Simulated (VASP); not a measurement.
Runs of VASP 6.6.1 on LiH. The structure is that of space group Fm-3m (No. 225), or close to it. The cells are those of the table. 

```tsv
level	cell	cutoff (eV)	gap on the mesh (eV)	pressure (GPa)
r2SCAN	a = 2.805 Å, angles 60.0°, 2 atoms	830	3.56	(a)
PBE	a = 2.805 Å, angles 60.0°, 2 atoms	750	2.96	(c)
PBE	a = 2.775 Å, angles 60.0°, 2 atoms	750	2.93	2.3
r2SCAN	a = 2.889 Å, angles 60.0°, 2 atoms	830	3.61	(d)
r2SCAN	a = 2.775 Å, angles 60.0°, 2 atoms	830	3.54	(b)
r2SCAN	a = 2.833 Å, angles 60.0°, 2 atoms	830	3.58	-0.1
PBE	a = 2.833 Å, angles 60.0°, 2 atoms	750	2.98	-0.2
```

Alike in all rows: task single point; potentials or basis VASP PAW PBE potentials, release 64 (Li_sv, H); no spin polarisation; k mesh 10 × 10 × 10; smearing gaussian 0.01 eV.

Q: Fill in the values left out.

A: (a) 0.8; (b) 2.1; (c) 1.0; (d) -2.1.

Caveats: the PAW data sets were made with another functional, which shifts forces and pressure a little (some runs).

A k mesh can miss the band edges.
